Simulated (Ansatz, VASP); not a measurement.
Two plane-wave programs on SnO2

Contents of INCAR:

```
SYSTEM = SnO2
PREC     = Accurate       ! precision mode
ENCUT    = 520            ! plane-wave cutoff, eV
EDIFF    = 1E-8           ! SCF threshold, eV
ISMEAR   = -1             ! smearing method
SIGMA    = 0.03           ! smearing width, eV
LREAL    = .FALSE.        ! projectors in reciprocal space
LASPH    = .TRUE.         ! aspherical terms in the spheres
NELM     = 80             ! most SCF steps
ALGO     = Normal         ! electronic algorithm
ISIF     = 2              ! what is computed and relaxed
LWAVE    = .FALSE.        ! write WAVECAR
LCHARG   = .FALSE.        ! write CHGCAR
GGA      = CA             ! functional
LEFG     = .TRUE.       
NBANDS   = 35             ! bands
```

File KPOINTS:

```
regular mesh
0
G
  4 4 6
  0 0 0
```

File POSCAR:

```
SnO2
1.0
    4.7055547467      0.0000000000      0.0000000000
    0.0000000000      4.7055547467      0.0000000000
    0.0000000000      0.0000000000      3.1650141207
Sn O
2 4
Direct
    0.0000000000      0.0000000000      0.0000000000
    0.5000000000      0.5000000000      0.5000000000
    0.3056200000      0.3056200000      0.0000000000
    0.1943800000      0.8056200000      0.5000000000
    0.6943800000      0.6943800000      0.0000000000
    0.8056200000      0.1943800000      0.5000000000
```

Input for Ansatz:

```yaml
crystal:
  lattice:
    - [4.7055547467, 0.0, 0.0]
    - [0.0, 4.7055547467, 0.0]
    - [0.0, 0.0, 3.1650141207]
  atoms:
    - { symbol: Sn, position: [0.0, 0.0, 0.0] }
    - { symbol: Sn, position: [0.5, 0.5, 0.5] }
    - { symbol: O, position: [0.30562, 0.30562, 0.0] }
    - { symbol: O, position: [0.19438, 0.80562, 0.5] }
    - { symbol: O, position: [0.69438, 0.69438, 0.0] }
    - { symbol: O, position: [0.80562, 0.19438, 0.5] }
kpoints:
  mp_grid: { grid: [4, 4, 6] }
scf:
  occupations: { method: fermi_dirac, width: 0.03 }
hamiltonian:
  xc: lda
  pseudopotentials: { kind: paw }
output:
  forces: true
  stress: true
  eigenvalues: true
  efg: { contact_densities: true }
  write_density: true
  write_potential: true
  elf: true
  volumetric_format: npy
```

Change from the starting cell: volume scaled by 0.98, PAW files.

Alike in both runs: task electric field gradients; functional LDA; k mesh 4 × 4 × 6; occupations fermi-dirac, width 0.03 eV; no spin polarisation.

|  | VASP | Ansatz |
| --- | --- | --- |
| version | VASP 6.6.1 | Ansatz 0.2.0 |
| potentials or method | VASP PAW LDA potentials, release 64 (Sn_d, O) | PAW with Ansatz's default frozen-core files, scalar-relativistic |
| plane-wave cutoff (eV) | 520 | 420 |
| valence electrons in the cell | 52 | 52 |

|  | VASP | Ansatz | Ansatz less VASP |
| --- | --- | --- | --- |
| gap on the k mesh at the Fermi level (eV) | 1.38 | 1.35 | -0.036 |
| pressure (GPa) | 4.6 | 3.5 | -1.14 |
| traceless stress, the component that is largest in VASP (GPa) | 1.53 | 1.22 | -0.315 |
| rms of the force components (eV/Å) | 0.011 | 0.000 | -0.0104 |
| size of Vzz on the site where it differs most (V/Å²) | 60.0 | 57.7 | -2.32 |

LDA's correlation is that of Perdew and Zunger in VASP and of Perdew and Wang (1992) in Ansatz. Atom by atom the forces differ by 0.011 eV/Å (rms over components).
